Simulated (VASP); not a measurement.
# TaH4 (C2/c) in VASP: single point with PBE

Aim: the single point of TaH4 with PBE.

Everything below comes from runs of VASP 6.6.1. Logs are shortened: lines on timing, memory, paths and dates and some standing lists are left out, and cuts for length are marked.

**1. The cell of the first run**

It takes space group C2/c (No. 15, monoclinic). The conventional cell has a = 9.140 Å, b = 4.410 Å, c = 4.412 Å, α = 90.00°, β = 118.13°, γ = 90.00°. Within 2.5 Å of Ta (site symmetry 2) lie 8 H at 1.90 Å. H (site symmetry 1) has 2 Ta at 1.90 Å and 9 H at 2.05 to 2.55 Å within 2.6 Å. H (site symmetry 1) has 2 Ta at 1.90 Å and 9 H at 2.05 to 2.54 Å within 2.6 Å.

The cell was generated, and may not be a known phase.

**2. Single point, PBE**

Contents of INCAR:

```
SYSTEM = TaH4
  PREC = Accurate
  ENCUT = 520
  EDIFF = 1E-6
  ISMEAR = 0
  SIGMA = 0.1
  LREAL = .False.
  LASPH = .True.
  NELM = 60
  ALGO = Normal
  ISIF = 2
  LWAVE = .False.
  LCHARG = .False.
  GGA = PE
  NBANDS = 26
```

Contents of KPOINTS:

```
Automatic mesh
0
Gamma
  8 8 8
  0 0 0
```

Contents of POSCAR:

```
TaH4
1.0
    4.5617278185     -2.2049691945     -0.2747642811
    4.5617278185      2.2049691945     -0.2747642811
   -1.8426436825      0.0000000000      4.0087771385
Ta H
2 8
Direct
    0.2501225966      0.7498774034      0.2500000000
    0.7498774034      0.2501225966      0.7500000000
    0.6931026054      0.5532800359      0.1899276723
    0.4467199641      0.3068973946      0.3100723277
    0.3068973946      0.4467199641      0.8100723277
    0.5532800359      0.6931026054      0.6899276723
    0.9475020621      0.8065882625      0.4503541357
    0.1934117375      0.0524979379      0.0496458643
    0.0524979379      0.1934117375      0.5496458643
    0.8065882625      0.9475020621      0.9503541357
```

Potentials or basis: VASP PAW PBE potentials, release 64 (Ta_pv, H).

Run with:

```sh
$ cat potpaw_PBE.64/Ta_pv/POTCAR potpaw_PBE.64/H/POTCAR > POTCAR
$ mpirun -np 1 vasp_std > vasp.out
```

OUTCAR:

```text
SYSTEM = TaH4
   PREC = Accurate
   ENCUT = 520
   EDIFF = 1E-6
   ISMEAR = 0
   LREAL = .False.
   LASPH = .True.
   NELM = 60
   ISIF = 2
   GGA = PE

 ion  position               nearest neighbor table
   1  0.250  0.750  0.250-   5 1.90   6 1.90   3 1.90   4 1.90   9 1.90  10 1.90   7 1.90   8 1.90
                             2 3.12   2 3.12   2 3.12   2 3.12
   2  0.750  0.250  0.750-   3 1.90   4 1.90   5 1.90   6 1.90   7 1.90   8 1.90   9 1.90  10 1.90
                             1 3.12   1 3.12   1 3.12   1 3.12
   3  0.693  0.553  0.190-   2 1.90   1 1.90
   4  0.447  0.307  0.310-   2 1.90   1 1.90
   5  0.307  0.447  0.810-   1 1.90   2 1.90
   6  0.553  0.693  0.690-   1 1.90   2 1.90
   7  0.948  0.807  0.450-   2 1.90   1 1.90
   8  0.193  0.052  0.050-   2 1.90   1 1.90
   9  0.052  0.193  0.550-   1 1.90   2 1.90
  10  0.807  0.948  0.950-   1 1.90   2 1.90

  LATTYP: Found a base centered monoclinic cell.
 ALAT       =     9.1399903939
 B/A-ratio  =     0.4824882958
 C/A-ratio  =     0.4827124404
 COS(beta)  =    -0.4715181777

  Lattice vectors:

 A1 = (   4.5617278185,  -2.2049691945,  -0.2747642811)
 A2 = (   4.5617278185,   2.2049691945,  -0.2747642811)
 A3 = (  -1.8426436825,   0.0000000000,   4.0087771385)

Analysis of symmetry for initial positions (statically):
=====================================================================
 Subroutine PRICEL returns:
 Original cell was already a primitive cell.

 Routine SETGRP: Setting up the symmetry group for a
 base centered monoclinic supercell.

 Subroutine GETGRP returns: Found  4 space group operations
 (whereof  2 operations were pure point group operations)
 out of a pool of  4 trial point group operations.

The static configuration has the point symmetry S_2 .
 The point group associated with its full space group is C_2h.

Analysis of symmetry for dynamics (positions and initial velocities):
=====================================================================
 Subroutine PRICEL returns:
 Original cell was already a primitive cell.

 Routine SETGRP: Setting up the symmetry group for a
 base centered monoclinic supercell.

 Subroutine GETGRP returns: Found  4 space group operations
 (whereof  2 operations were pure point group operations)
 out of a pool of  4 trial point group operations.

The dynamic configuration has the point symmetry S_2 .
 The point group associated with its full space group is C_2h.

 Subroutine INISYM returns: Found  4 space group operations
 (whereof  2 operations are pure point group operations),
 and found     1 'primitive' translations

----------------------------------------------------------------------------------------

                                     Primitive cell

  volume of cell :      78.4116

  direct lattice vectors                    reciprocal lattice vectors
     4.561727818 -2.204969194 -0.274764281     0.112728597 -0.226760538  0.051815960
     4.561727818  2.204969194 -0.274764281     0.112728597  0.226760538  0.051815960
    -1.842643683  0.000000000  4.008777139     0.015452988  0.000000000  0.256555631

  length of vectors
     5.074125072  5.074125072  4.411987068     0.258482053  0.258482053  0.257020596

  position of ions in fractional coordinates (direct lattice)
     0.250122597  0.749877403  0.250000000
     0.749877403  0.250122597  0.750000000
     0.693102605  0.553280036  0.189927672
     0.446719964  0.306897395  0.310072328
     0.306897395  0.446719964  0.810072328
     0.553280036  0.693102605  0.689927672
     0.947502062  0.806588262  0.450354136
     0.193411737  0.052497938  0.049645864
     0.052497938  0.193411737  0.549645864
     0.806588262  0.947502062  0.950354136

  ion indices of the primitive-cell ions
   primitive index   ion index
                 1           1
                 2           2
                 3           3
                 4           4
                 5           5
                 6           6
                 7           7
                 8           8
                 9           9
                10          10

----------------------------------------------------------------------------------------

 KPOINTS: Automatic mesh

Automatic generation of k-mesh.
 Grid dimensions read from file:
 generate k-points for:    8    8    8

 Generating k-lattice:

  Cartesian coordinates                     Fractional coordinates (reciprocal lattice)
     0.014091075 -0.028345067  0.006476995     0.125000000  0.000000000  0.000000000
     0.014091075  0.028345067  0.006476995     0.000000000  0.125000000  0.000000000
     0.001931623  0.000000000  0.032069454     0.000000000  0.000000000  0.125000000

  Length of vectors
     0.032310257  0.032310257  0.032127575

  Shift w.r.t. Gamma in fractional coordinates (k-lattice)
     0.000000000  0.000000000  0.000000000

 Subroutine IBZKPT returns following result:
 ===========================================

 Found    150 irreducible k-points:

 Following reciprocal coordinates:
            Coordinates               Weight
  0.000000  0.000000  0.000000      1.000000
  0.125000 -0.000000 -0.000000      4.000000
  0.250000 -0.000000 -0.000000      4.000000
  0.375000 -0.000000  0.000000      4.000000
  0.500000 -0.000000 -0.000000      2.000000
  0.125000  0.125000 -0.000000      2.000000
[... 16 lines left out ...]
  0.125000  0.000000  0.125000      4.000000
  0.250000  0.000000  0.125000      4.000000
 [... further k-points ...]
   k-points           NKPTS =    150   k-points in BZ     NKDIM =    150   number of bands    NBANDS=     26
   number of dos      NEDOS =    301   number of ions     NIONS =     10
   total plane-waves  NPLWV =  57600
   dimension x,y,z NGX =    40 NGY =   40 NGZ =   36
   dimension x,y,z NGXF=    80 NGYF=   80 NGZF=   72
   ions per type =               2   8
   NGX,Y,Z   is equivalent  to a cutoff of  13.11, 13.11, 13.56 a.u.
   NGXF,Y,Z  is equivalent  to a cutoff of  26.21, 26.21, 27.13 a.u.
 SYSTEM =  TaH4
   PREC   = accura    normal or accurate (medium, high low for compatibility)
   ISTART =      0    job   : 0-new  1-cont  2-samecut
   ICHARG =      2    charge: 1-file 2-atom 10-const
   ISPIN  =      1    spin polarized calculation?
   LNONCOLLINEAR =      F non collinear calculations
   LSORBIT =      F    spin-orbit coupling
   LASPH  =      T    aspherical Exc in radial PAW
   ENCUT  =  520.0 eV  38.22 Ry    6.18 a.u.   9.43  9.43  8.20*2*pi/ulx,y,z
   NELM   =     60;   NELMIN=  2; NELMDL= -5     # of ELM steps
   EDIFF  = 0.1E-05   stopping-criterion for ELM
   LREAL  =      F    real-space projection
   EDIFFG = 0.1E-04   stopping-criterion for IOM
   NSW    =      0    number of steps for IOM
   IBRION =     -1    ionic relax: 0-MD 1-quasi-New 2-CG
   NFREE  =      0    steps in history (QN), initial steepest desc. (CG)
   ISIF   =      2    stress and relaxation
   ISYM   =      2    0-nonsym 1-usesym 2-fastsym
   POTIM  = 0.5000    time-step for ionic-motion
   TEBEG  =    0.0;   TEEND  =   0.0 temperature during run
   PSTRESS=    0.0 pullay stress
   NELECT =      30.0000    total number of electrons
   NUPDOWN=      -1.0000    fix difference up-down
   EMIN   =  10.00;   EMAX   =-10.00  energy-range for DOS
   EFERMI =   0.00;   METHOD = LEGACY
   ISMEAR =     0;   SIGMA  =   0.10  broadening in eV -4-tet -1-fermi 0-gaus
   EFERMI_NEDOS =   21; number of points for ismear=-14 and -15
   IALGO  =     38    algorithm
   IMIX   =      4    mixing-type and parameters
     AMIX     =   0.40;   BMIX     =  1.00
     AMIX_MAG =   1.60;   BMIX_MAG =  1.00
  volume/ion in A,a.u.               =       7.84        52.91
  Fermi-wavevector in a.u.,A,eV,Ry     =   1.188471  2.245884 19.217720  1.412463
  Thomas-Fermi vector in A             =   2.324599
   LORBIT       =      0    0 simple, 1 ext, 2 COOP (PROOUT), +10 PAW based schemes
   GGA     = PE    functional components
   LHFCALC =     F    Hartree Fock is set to
   AEXX    =    0.0000 exact exchange contribution
   IVDW    =     0    specifies the selected vdW correction
   LEPSILON=     F    determine dielectric tensor
   LRPA    =     F    only Hartree local field effects (RPA)
 non-spin polarized calculation
 Gauss-broadening in eV      SIGMA  =   0.10
  energy-cutoff  :      520.00
  volume of cell :       78.41
 maximum number of plane-waves:      2129
 NGX is ok and might be reduce to    40
   NGX = 19   NGY = 19   NGZ = 17

 number of electron      30.0000004 magnetization

 Free energy of the ion-electron system (eV)
  ---------------------------------------------------
  ext. energy  EPLUGINS =         0.00000000
  ---------------------------------------------------
  free energy    TOTEN  =       -49.48888360 eV

  energy without entropy =      -49.48167582  energy(sigma->0) =      -49.48527971

 E-fermi :   2.3236     XC(G=0): -10.2720

 val. band max:        2.3182684013   @ k =  -0.1250   0.3750   0.2500
 cond. band min:       2.3380354055   @ k =  -0.3750   0.3750   0.2500
 fundamental gap:      0.0197670042
 Fermi energy:         2.3236470368

 k-point     1 :       0.0000    0.0000    0.0000
  band No.  band energies     occupation
      1     -32.8757      2.00000
      2     -32.8756      2.00000
      3     -32.7316      2.00000
      4     -32.6474      2.00000
      5     -32.5206      2.00000
      6     -32.5201      2.00000
[... 18 lines left out ...]
     25       9.1228      0.00000
     26       9.8549      0.00000

 k-point     2 :       0.1250   -0.0000   -0.0000
  band No.  band energies     occupation
      1     -32.8637      2.00000
      2     -32.8625      2.00000
      3     -32.7285      2.00000
      4     -32.6507      2.00000
      5     -32.5358      2.00000
      6     -32.5341      2.00000
[... 18 lines left out ...]
     25       9.2704      0.00000
[... 608 lines left out ...]
     25       9.8537      0.00000
     26      10.9212      0.00000

 k-point    24 :       0.2500    0.0000    0.1250
  band No.  band energies     occupation
      1     -32.8758      2.00000
      2     -32.7606      2.00000
      3     -32.7199      2.00000
      4     -32.6602      2.00000
      5     -32.6457      2.00000
      6     -32.5256      2.00000
[... 18 lines left out ...]
     25      10.1948      0.00000
     26      11.6194      0.00000

 [... further k-points ...]
[... 5 lines left out ...]
  --------------------------------------------------------------------------------------
  -------------------------------------------------------------------------------------
  Total       -0.0395089     -0.0411473     -0.0451446      0.0000000      0.0000000     -0.0043698
  in kB       -0.8072822     -0.8407583     -0.9224365      0.0000000      0.0000000     -0.0892883
  external PRESSURE =      -0.8568257 kB  Pullay stress =       0.0000000 kB

 VOLUME and BASIS-vectors are now :
 -----------------------------------------------------------------------------
  energy-cutoff  :      520.00
  volume of cell :       78.41
      direct lattice vectors                 reciprocal lattice vectors
     4.561727818 -2.204969194 -0.274764281     0.112728597 -0.226760538  0.051815960
     4.561727818  2.204969194 -0.274764281     0.112728597  0.226760538  0.051815960
    -1.842643683  0.000000000  4.008777139     0.015452988  0.000000000  0.256555631

 POSITION                                       TOTAL-FORCE (eV/Angst)
 -----------------------------------------------------------------------------------
      4.10107      1.10194      0.72743         0.000000      0.003393     -0.000000
      3.17975     -1.10194      2.73182         0.000000     -0.003393      0.000000
      5.33569     -0.30830      0.41892         0.006970     -0.000323      0.008592
      2.86644     -0.30830      1.03594        -0.006970     -0.000323     -0.008592
      1.94512      0.30830      3.04033        -0.006970      0.000323     -0.008592
      4.41437      0.30830      2.42330         0.006970      0.000323      0.008592
      7.17184     -0.31071      1.32341        -0.008287     -0.000918     -0.000531
      1.03029     -0.31071      0.13145         0.008287     -0.000918      0.000531
      0.10897      0.31071      2.13584         0.008287      0.000918      0.000531
      6.25052      0.31071      3.32780        -0.008287      0.000918     -0.000531
 -----------------------------------------------------------------------------------
    total drift:                                0.000000     -0.000000     -0.000000

  FREE ENERGIE OF THE ION-ELECTRON SYSTEM (eV)
  ---------------------------------------------------
  free  energy   TOTEN  =       -49.4888836036 eV

  energy  without entropy=      -49.4816758224  energy(sigma->0) =      -49.48527971
```

Wall time 5.8 min (1 thread of Intel Xeon Platinum 8259CL at 2.50GHz (Skylake/Cascade Lake), shared host); peak memory 0.39 GiB.

What came out:

```
Free energy            : -49.4889 eV
Pressure               : -0.1 GPa
Largest force          : 0.011 eV/Å
Band gap on the k mesh : zero (bands 15 and 16 overlap by 0.31 eV)
```

Forces in eV/Å, atoms in the order of the input:
```
Ta   0.000  0.003  0.000
Ta   0.000 -0.003  0.000
H    0.007  0.000  0.009
H   -0.007  0.000 -0.009
H   -0.007  0.000 -0.009
H    0.007  0.000  0.009
H   -0.008 -0.001 -0.001
H    0.008 -0.001  0.001
H    0.008  0.001  0.001
H   -0.008  0.001 -0.001
```

Levels at points of the mesh, in eV from the Fermi level:
```
           k point  band 13  band 14  band 15  band 16  band 17  band 18
(0.00, 0.00, 0.00)    -1.95    -1.95    -1.92     1.85     1.85     2.25
(0.50, 0.00, 0.00)    -3.30    -3.28    -0.19    -0.18     0.49     0.50
(0.50, 0.50, 0.00)    -3.49    -3.49    -0.32     0.75     1.31     1.31
(0.00, 0.00, 0.50)    -3.29    -3.29    -0.19    -0.19     0.48     0.48
(0.50, 0.00, 0.50)    -3.21    -1.18    -0.98     0.92     1.44     1.70
(0.50, 0.50, 0.50)    -3.28    -3.28    -0.18    -0.18     0.50     0.50
```

Caveat: spin-orbit coupling is left out, which moves the levels of the heavy elements.
